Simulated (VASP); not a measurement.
# MoS2 (R3m) in VASP: further runs

MoS2 is run at these levels: PBE+D3(BJ), PBE; tasks: single point.

All numbers are computed with VASP 6.6.1; they aren't measurements. Logs are shortened: lines on timing, memory, paths and dates and some standing lists are left out, and cuts for length are marked.

## Step 1: The cell of the first run

Symmetry: R3m, No. 160, trigonal system. Conventional cell: a = 3.158 Å, b = 3.158 Å, c = 18.216 Å, α = 90.00°, β = 90.00°, γ = 120.00°. Within 3.2 Å of Mo (site symmetry 3m) lie 6 S at 2.40 Å and 6 Mo at 3.16 Å. Within 3.2 Å of S (site symmetry 3m) lie 3 Mo at 2.40 Å and 7 S at 3.13 to 3.16 Å. Within 3.2 Å of S (site symmetry 3m) lie 3 Mo at 2.40 Å and 7 S at 3.13 to 3.16 Å.

## Step 2: Single point, PBE+D3(BJ)

File INCAR:

```
SYSTEM = MoS2
PREC = Accurate
ENCUT = 520
EDIFF = 1E-6
ISMEAR = 0
SIGMA = 0.02
LREAL = .False.
LASPH = .True.
NELM = 80
ALGO = Normal
ISIF = 2
LWAVE = .False.
LCHARG = .True.
GGA = PE
IVDW = 12
LELF = .True.
LVHAR = .True.
NBANDS = 20
```

File KPOINTS:

```
Automatic mesh
0
Gamma
  12 12 12
  0.5 0.5 0.5
```

File POSCAR:

```
MoS2
1.0
    1.5790738864      0.9116787334      6.0720907959
   -1.5790738864      0.9116787334      6.0720907959
    0.0000000000     -1.8233574668      6.0720907959
Mo S
1 2
Direct
    0.9997564900      0.9997564900      0.9997564900
    0.4189538504      0.4189538504      0.4189538504
    0.2472906597      0.2472906597      0.2472906597
```

Potentials or basis: VASP PAW PBE potentials, release 64 (Mo_sv, S).

Command:

```bash
$ cat potpaw_PBE.64/Mo_sv/POTCAR potpaw_PBE.64/S/POTCAR > POTCAR
$ mpirun -np 1 vasp_std > vasp.out
```

OUTCAR:

```text
SYSTEM = MoS2
   PREC = Accurate
   ENCUT = 520
   EDIFF = 1E-6
   ISMEAR = 0
   LREAL = .False.
   LASPH = .True.
   NELM = 80
   ISIF = 2
   GGA = PE
   IVDW = 12
 IVDW          = 12

 ion  position               nearest neighbor table
   1  1.000  1.000  1.000-   3 2.40   3 2.40   3 2.40   2 2.40   2 2.40   2 2.40
   2  0.419  0.419  0.419-   1 2.40   1 2.40   1 2.40
   3  0.247  0.247  0.247-   1 2.40   1 2.40   1 2.40

  LATTYP: Found a trigonal (rhomboedric) cell.
 ALAT       =     6.3399462999
 COS(alpha) =     0.8759308691

  Lattice vectors:

 A1 = (   1.5790738864,   0.9116787334,   6.0720907959)
 A2 = (  -1.5790738864,   0.9116787334,   6.0720907959)
 A3 = (   0.0000000000,  -1.8233574668,   6.0720907959)

Analysis of symmetry for initial positions (statically):
=====================================================================
 Subroutine PRICEL returns:
 Original cell was already a primitive cell.

 Routine SETGRP: Setting up the symmetry group for a
 trigonal (rhombohedral) supercell.

 Subroutine GETGRP returns: Found  6 space group operations
 (whereof  6 operations were pure point group operations)
 out of a pool of 12 trial point group operations.

The static configuration has the point symmetry C_3v.

Analysis of symmetry for dynamics (positions and initial velocities):
=====================================================================
 Subroutine PRICEL returns:
 Original cell was already a primitive cell.

 Routine SETGRP: Setting up the symmetry group for a
 trigonal (rhombohedral) supercell.

 Subroutine GETGRP returns: Found  6 space group operations
 (whereof  6 operations were pure point group operations)
 out of a pool of 12 trial point group operations.

The dynamic configuration has the point symmetry C_3v.

 Subroutine INISYM returns: Found  6 space group operations
 (whereof  6 operations are pure point group operations),
 and found     1 'primitive' translations

----------------------------------------------------------------------------------------

                                     Primitive cell

  volume of cell :      52.4486

  direct lattice vectors                    reciprocal lattice vectors
     1.579073886  0.911678733  6.072090796     0.316641295  0.182812937  0.054895973
    -1.579073886  0.911678733  6.072090796    -0.316641295  0.182812937  0.054895973
     0.000000000 -1.823357467  6.072090796     0.000000000 -0.365625874  0.054895973

  length of vectors
     6.339946300  6.339946300  6.339946300     0.369724015  0.369724015  0.369724015

  position of ions in fractional coordinates (direct lattice)
     0.999756490  0.999756490  0.999756490
     0.418953850  0.418953850  0.418953850
     0.247290660  0.247290660  0.247290660

  ion indices of the primitive-cell ions
   primitive index   ion index
                 1           1
                 2           2
                 3           3

----------------------------------------------------------------------------------------

 KPOINTS: Automatic mesh

Automatic generation of k-mesh.
 Grid dimensions read from file:
 generate k-points for:   12   12   12

 Generating k-lattice:

  Cartesian coordinates                     Fractional coordinates (reciprocal lattice)
     0.026386775  0.015234411  0.004574664     0.083333333 -0.000000000 -0.000000000
    -0.026386775  0.015234411  0.004574664    -0.000000000  0.083333333 -0.000000000
     0.000000000 -0.030468823  0.004574664    -0.000000000 -0.000000000  0.083333333

  Length of vectors
     0.030810335  0.030810335  0.030810335

  Shift w.r.t. Gamma in fractional coordinates (k-lattice)
     0.500000000  0.500000000  0.500000000

 Subroutine IBZKPT returns following result:
 ===========================================

 Found    182 irreducible k-points:

 Following reciprocal coordinates:
            Coordinates               Weight
  0.041667  0.041667  0.041667      2.000000
  0.125000  0.041667  0.041667      6.000000
  0.208333  0.041667  0.041667      6.000000
  0.291667  0.041667  0.041667      6.000000
  0.375000  0.041667  0.041667      6.000000
  0.458333  0.041667  0.041667      6.000000
[... 16 lines left out ...]
 -0.041667  0.125000  0.041667     12.000000
  0.208333  0.208333  0.041667      6.000000
 [... further k-points ...]
   k-points           NKPTS =    182   k-points in BZ     NKDIM =    182   number of bands    NBANDS=     20
   number of dos      NEDOS =    301   number of ions     NIONS =      3
   total plane-waves  NPLWV = 110592
   dimension x,y,z NGX =    48 NGY =   48 NGZ =   48
   dimension x,y,z NGXF=    96 NGYF=   96 NGZF=   96
   ions per type =               1   2
   NGX,Y,Z   is equivalent  to a cutoff of  12.59, 12.59, 12.59 a.u.
   NGXF,Y,Z  is equivalent  to a cutoff of  25.17, 25.17, 25.17 a.u.
 SYSTEM =  MoS2
   PREC   = accura    normal or accurate (medium, high low for compatibility)
   ISTART =      0    job   : 0-new  1-cont  2-samecut
   ICHARG =      2    charge: 1-file 2-atom 10-const
   ISPIN  =      1    spin polarized calculation?
   LNONCOLLINEAR =      F non collinear calculations
   LSORBIT =      F    spin-orbit coupling
   LASPH  =      T    aspherical Exc in radial PAW
   ENCUT  =  520.0 eV  38.22 Ry    6.18 a.u.  11.79 11.79 11.79*2*pi/ulx,y,z
   NELM   =     80;   NELMIN=  2; NELMDL= -5     # of ELM steps
   EDIFF  = 0.1E-05   stopping-criterion for ELM
   LREAL  =      F    real-space projection
   EDIFFG = 0.1E-04   stopping-criterion for IOM
   NSW    =      0    number of steps for IOM
   IBRION =     -1    ionic relax: 0-MD 1-quasi-New 2-CG
   NFREE  =      0    steps in history (QN), initial steepest desc. (CG)
   ISIF   =      2    stress and relaxation
   ISYM   =      2    0-nonsym 1-usesym 2-fastsym
   POTIM  = 0.5000    time-step for ionic-motion
   TEBEG  =    0.0;   TEEND  =   0.0 temperature during run
   PSTRESS=    0.0 pullay stress
   NELECT =      26.0000    total number of electrons
   NUPDOWN=      -1.0000    fix difference up-down
   EMIN   =  10.00;   EMAX   =-10.00  energy-range for DOS
   EFERMI =   0.00;   METHOD = LEGACY
   ISMEAR =     0;   SIGMA  =   0.02  broadening in eV -4-tet -1-fermi 0-gaus
   EFERMI_NEDOS =   21; number of points for ismear=-14 and -15
   IALGO  =     38    algorithm
   IMIX   =      4    mixing-type and parameters
     AMIX     =   0.40;   BMIX     =  1.00
     AMIX_MAG =   1.60;   BMIX_MAG =  1.00
  volume/ion in A,a.u.               =      17.48       117.98
  Fermi-wavevector in a.u.,A,eV,Ry     =   1.295651  2.448425 22.840255  1.678711
  Thomas-Fermi vector in A             =   2.427157
   LORBIT       =      0    0 simple, 1 ext, 2 COOP (PROOUT), +10 PAW based schemes
   GGA     = PE    functional components
   LHFCALC =     F    Hartree Fock is set to
   AEXX    =    0.0000 exact exchange contribution
   IVDW    =    12    specifies the selected vdW correction
   LEPSILON=     F    determine dielectric tensor
   LRPA    =     F    only Hartree local field effects (RPA)
 non-spin polarized calculation
 Gauss-broadening in eV      SIGMA  =   0.02
  energy-cutoff  :      520.00
  volume of cell :       52.45
 maximum number of plane-waves:      1428
   NGX = 23   NGY = 23   NGZ = 23

 number of electron      26.0000001 magnetization

 Free energy of the ion-electron system (eV)
  ---------------------------------------------------
  ext. energy  EPLUGINS =         0.00000000
  ---------------------------------------------------
  free energy    TOTEN  =       -21.78580185 eV

  energy without entropy =      -21.78580185  energy(sigma->0) =      -21.78580185

 E-fermi :   8.1176     XC(G=0): -10.9519

 val. band max:        7.8247618053   @ k =   0.4583   0.4583   0.4583
 cond. band min:       8.7156354748   @ k =  -0.1250   0.2083   0.0417
 fundamental gap:      0.8908736695
 Fermi energy:         8.1175912628

 k-point     1 :       0.0417    0.0417    0.0417
  band No.  band energies     occupation
      1     -53.7289      2.00000
      2     -27.8892      2.00000
      3     -27.6545      2.00000
      4     -27.6545      2.00000
      5      -7.2515      2.00000
      6      -5.5332      2.00000
[... 12 lines left out ...]
     19      15.9067      0.00000
     20      16.6940      0.00000

 k-point     2 :       0.1250    0.0417    0.0417
  band No.  band energies     occupation
      1     -53.7261      2.00000
      2     -27.8838      2.00000
      3     -27.6822      2.00000
      4     -27.6608      2.00000
      5      -7.1376      2.00000
      6      -5.5092      2.00000
[... 12 lines left out ...]
     19      16.3615      0.00000
     20      16.7236      0.00000

 k-point     3 :       0.2083    0.0417    0.0417
  band No.  band energies     occupation
      1     -53.7185      2.00000
      2     -27.8689      2.00000
      3     -27.7572      2.00000
      4     -27.6779      2.00000
      5      -6.8230      2.00000
      6      -5.4195      2.00000
[... 12 lines left out ...]
     19      16.5508      0.00000
     20      17.0628      0.00000

 k-point     4 :       0.2917    0.0417    0.0417
  band No.  band energies     occupation
      1     -53.7081      2.00000
      2     -27.8584      2.00000
      3     -27.8486      2.00000
      4     -27.7012      2.00000
      5      -6.3569      2.00000
      6      -5.2782      2.00000
[... 12 lines left out ...]
     19      16.1538      0.00000
     20      16.7370      0.00000

 k-point     5 :       0.3750    0.0417    0.0417
  band No.  band energies     occupation
      1     -53.6977      2.00000
      2     -27.9580      2.00000
      3     -27.8281      2.00000
      4     -27.7244      2.00000
      5      -5.8294      2.00000
      6      -5.1165      2.00000
[... 12 lines left out ...]
     19      15.3893      0.00000
     20      15.6267      0.00000
[... 353 lines left out ...]
      6      -5.1342      2.00000
[... 12 lines left out ...]
     19      15.7819      0.00000
     20      16.6159      0.00000

 k-point    22 :      -0.1250    0.1250    0.0417
  band No.  band energies     occupation
      1     -53.7119      2.00000
      2     -27.8560      2.00000
      3     -27.8166      2.00000
      4     -27.6977      2.00000
      5      -6.5593      2.00000
      6      -5.2915      2.00000
[... 12 lines left out ...]
     19      16.4186      0.00000
     20      17.0299      0.00000

 k-point    23 :      -0.0417    0.1250    0.0417
  band No.  band energies     occupation
      1     -53.7209      2.00000
      2     -27.8736      2.00000
      3     -27.7321      2.00000
      4     -27.6739      2.00000
      5      -6.9385      2.00000
      6      -5.4252      2.00000
[... 12 lines left out ...]
     19      16.5838      0.00000
     20      17.0408      0.00000

 k-point    24 :       0.2083    0.2083    0.0417
  band No.  band energies     occupation
      1     -53.7185      2.00000
      2     -27.8689      2.00000
      3     -27.7572      2.00000
      4     -27.6779      2.00000
      5      -6.7930      2.00000
      6      -5.4700      2.00000
[... 12 lines left out ...]
     19      16.6349      0.00000
     20      16.8873      0.00000

 [... further k-points ...]

------------------------ aborting loop because EDIFF is reached ----------------------------------------

 Edisp (eV)   -1.29914

 E8    (eV) :    -0.5239

  FORCE on cell =-STRESS in cart. coord.  units (eV):
  Direction    XX          YY          ZZ          XY          YZ          ZX
  --------------------------------------------------------------------------------------
  -------------------------------------------------------------------------------------
  Total      -0.23399    -0.23399    -0.26268     0.00000     0.00000     0.00000
  in kB      -7.14774    -7.14774    -8.02421     0.00000     0.00000     0.00000
  external pressure =       -7.44 kB  Pullay stress =        0.00 kB

 VOLUME and BASIS-vectors are now :
 -----------------------------------------------------------------------------
  energy-cutoff  :      520.00
  volume of cell :       52.45
      direct lattice vectors                 reciprocal lattice vectors
     1.579073886  0.911678733  6.072090796     0.316641295  0.182812937  0.054895973
    -1.579073886  0.911678733  6.072090796    -0.316641295  0.182812937  0.054895973
     0.000000000 -1.823357467  6.072090796     0.000000000 -0.365625874  0.054895973

 POSITION                                       TOTAL-FORCE (eV/Angst)
 -----------------------------------------------------------------------------------
      0.00000      0.00000     18.21184         0.000000      0.000000     -0.000372
      0.00000      0.00000      7.63178         0.000000     -0.000000     -0.010620
      0.00000      0.00000      4.50471         0.000000      0.000000      0.010992
 -----------------------------------------------------------------------------------
    total drift:                               -0.000000      0.000000      0.000122

  FREE ENERGIE OF THE ION-ELECTRON SYSTEM (eV)
  ---------------------------------------------------
  free  energy   TOTEN  =       -23.0849443021 eV

  energy  without entropy=      -23.0849443021  energy(sigma->0) =      -23.08494430
```

Wall time 3 min (1 thread of Intel Xeon Platinum 8481C at 2.70GHz (Sapphire Rapids), shared host); peak memory 0.43 GiB.

What came out:

```yaml
Free_energy: -23.0849 eV
Pressure: -0.7 GPa
Largest_force: 0.011 eV/Å
Band_gap_on_the_k_mesh: 0.89 eV (least direct gap 1.76 eV)
Dispersion_energy_per_atom: -0.433 eV
```

Forces on the atoms (eV/Å):
```
Mo   0.000  0.000  0.000
S    0.000  0.000 -0.011
S    0.000  0.000  0.011
```

Caveat: three body term missing; a shifted mesh leaves out Γ, where band edges can lie.

## Step 3: Single point, PBE+D3(BJ)

This run uses another cell than the first one, of 21.78 Å³/atom.

File INCAR:

```
SYSTEM = MoS2
PREC = Accurate
ENCUT = 520
EDIFF = 1E-6
ISMEAR = 0
SIGMA = 0.02
LREAL = .FALSE.
LASPH = .TRUE.
NELM = 60
ALGO = Normal
ISIF = 2
LWAVE = .FALSE.
LCHARG = .TRUE.
GGA = PE
IVDW = 12
LELF = .TRUE.
LVHAR = .TRUE.
NBANDS = 20
```

KPOINTS is that of step 2.

File POSCAR:

```
MoS2
1.0
    1.5925883271      0.9194812993      7.4383316918
   -1.5925883271      0.9194812993      7.4383316918
    0.0000000000     -1.8389625987      7.4383316918
Mo S
1 2
Direct
    0.9997777586      0.9997777586      0.9997777586
    0.4031330892      0.4031330892      0.4031330892
    0.2630901522      0.2630901522      0.2630901522
```

Potentials or basis: VASP PAW PBE potentials, release 64 (Mo_sv, S).

Command:

```bash
$ cat potpaw_PBE.64/Mo_sv/POTCAR potpaw_PBE.64/S/POTCAR > POTCAR
$ mpirun -np 1 vasp_std > vasp.out
```

OUTCAR:

```text
SYSTEM = MoS2
   PREC = Accurate
   ENCUT = 520
   EDIFF = 1E-6
   ISMEAR = 0
   LREAL = .FALSE.
   LASPH = .TRUE.
   NELM = 60
   ISIF = 2
   GGA = PE
   IVDW = 12
 IVDW          = 12

 ion  position               nearest neighbor table
   1  1.000  1.000  1.000-   3 2.41   3 2.41   3 2.41   2 2.41   2 2.41   2 2.41
   2  0.403  0.403  0.403-   1 2.41   1 2.41   1 2.41
   3  0.263  0.263  0.263-   1 2.41   1 2.41   1 2.41

  LATTYP: Found a trigonal (rhomboedric) cell.
 ALAT       =     7.6622817618
 COS(alpha) =     0.9135985928

  Lattice vectors:
[... 744 lines left out ...]

 Edisp (eV)   -1.06858

 E8    (eV) :    -0.4364

  FORCE on cell =-STRESS in cart. coord.  units (eV):
  Direction    XX          YY          ZZ          XY          YZ          ZX
  --------------------------------------------------------------------------------------
  -------------------------------------------------------------------------------------
  Total      -1.14907    -1.14907    -0.89198     0.00000     0.00000     0.00000
  in kB     -28.16972   -28.16972   -21.86724     0.00000     0.00000     0.00000
  external pressure =      -26.07 kB  Pullay stress =        0.00 kB

 VOLUME and BASIS-vectors are now :
 -----------------------------------------------------------------------------
  energy-cutoff  :      520.00
  volume of cell :       65.35
      direct lattice vectors                 reciprocal lattice vectors
     1.592588327  0.919481299  7.438331692     0.313954329  0.181261617  0.044812916
    -1.592588327  0.919481299  7.438331692    -0.313954329  0.181261617  0.044812916
     0.000000000 -1.838962599  7.438331692     0.000000000 -0.362523233  0.044812916

 POSITION                                       TOTAL-FORCE (eV/Angst)
 -----------------------------------------------------------------------------------
      0.00000     -0.00000     22.31004         0.000000     -0.000000      0.000050
      0.00000     -0.00000      8.99591         0.000000      0.000000     -0.061001
      0.00000     -0.00000      5.87086         0.000000     -0.000000      0.060951
 -----------------------------------------------------------------------------------
    total drift:                                0.000000     -0.000000      0.000105

  FREE ENERGIE OF THE ION-ELECTRON SYSTEM (eV)
  ---------------------------------------------------
  free  energy   TOTEN  =       -22.9261673670 eV

  energy  without entropy=      -22.9261673670  energy(sigma->0) =      -22.92616737
```

OSZICAR:

```text
N       E                     dE             d eps       ncg     rms          rms(c)
DAV:   1     0.186452056411E+03    0.18645E+03   -0.13149E+04  7384   0.120E+03
DAV:   2    -0.151813522125E+02   -0.20163E+03   -0.19610E+03  9084   0.309E+02
DAV:   3    -0.232659966102E+02   -0.80846E+01   -0.80093E+01  9016   0.579E+01
DAV:   4    -0.233792879347E+02   -0.11329E+00   -0.11323E+00  9272   0.718E+00
DAV:   5    -0.233814193762E+02   -0.21314E-02   -0.21314E-02  9232   0.936E-01    0.235E+01
DAV:   6    -0.222735524576E+02    0.11079E+01   -0.11360E+01  7856   0.200E+01    0.878E+00
DAV:   7    -0.219744867505E+02    0.29907E+00   -0.42940E+00  7628   0.117E+01    0.572E+00
DAV:   8    -0.218585222318E+02    0.11596E+00   -0.59184E-01  8424   0.469E+00    0.159E+00
DAV:   9    -0.218587793451E+02   -0.25711E-03   -0.24495E-02  8628   0.954E-01    0.615E-01
DAV:  10    -0.218575431406E+02    0.12362E-02   -0.99251E-03  8332   0.659E-01    0.123E-01
DAV:  11    -0.218575617234E+02   -0.18583E-04   -0.60623E-04  8344   0.170E-01    0.603E-02
DAV:  12    -0.218575649409E+02   -0.32175E-05   -0.10077E-04  8484   0.646E-02    0.242E-02
DAV:  13    -0.218575866989E+02   -0.21758E-04   -0.65417E-05  7736   0.445E-02    0.239E-02
DAV:  14    -0.218575880516E+02   -0.13527E-05   -0.58435E-06  8908   0.157E-02    0.725E-03
DAV:  15    -0.218575883538E+02   -0.30228E-06   -0.52966E-07  5880   0.532E-03
   1 F= -.22926167E+02 E0= -.22926167E+02  d E =-.603374E-75
```

stdout:

```text
POSCAR found type information on POSCAR MoS
 POSCAR found :  2 types and       3 ions
 scaLAPACK will be used
 LDA part: xc-table for (Slater+PW92), standard interpolation
 POSCAR, INCAR and KPOINTS ok, starting setup
 FFT: planning ... GRIDC
 FFT: planning ... GRID_SOFT
 FFT: planning ... GRID
 WAVECAR not read
 entering main loop
```

Run time: 7.2 min. Hardware: 1 thread of Intel Xeon Platinum 8481C at 2.70GHz (Sapphire Rapids), shared host; peak memory 0.58 GiB.

What came out:

| Property | Result |
| --- | --- |
| Free energy | -22.9262 eV |
| Pressure | -2.6 GPa |
| Largest force | 0.061 eV/Å |
| Band gap on the k mesh | 1.47 eV (least direct gap 1.68 eV) |
| Dispersion energy per atom | -0.356 eV |

Forces in eV/Å, atoms in the order of the input:
```
Mo   0.000  0.000  0.000
S    0.000  0.000 -0.061
S    0.000  0.000  0.061
```

Levels at points of the mesh, in eV from the valence-band top:
| k point | band 11 | band 12 | band 13 | band 14 | band 15 | band 16 |
| --- | --- | --- | --- | --- | --- | --- |
| (0.04, 0.04, 0.04) | -1.69 | -1.68 | -0.37 | 2.56 | 2.56 | 2.81 |

Caveat: three body term missing; a shifted mesh leaves out Γ, where band edges can lie.

(Continued in part 2 of 2.)
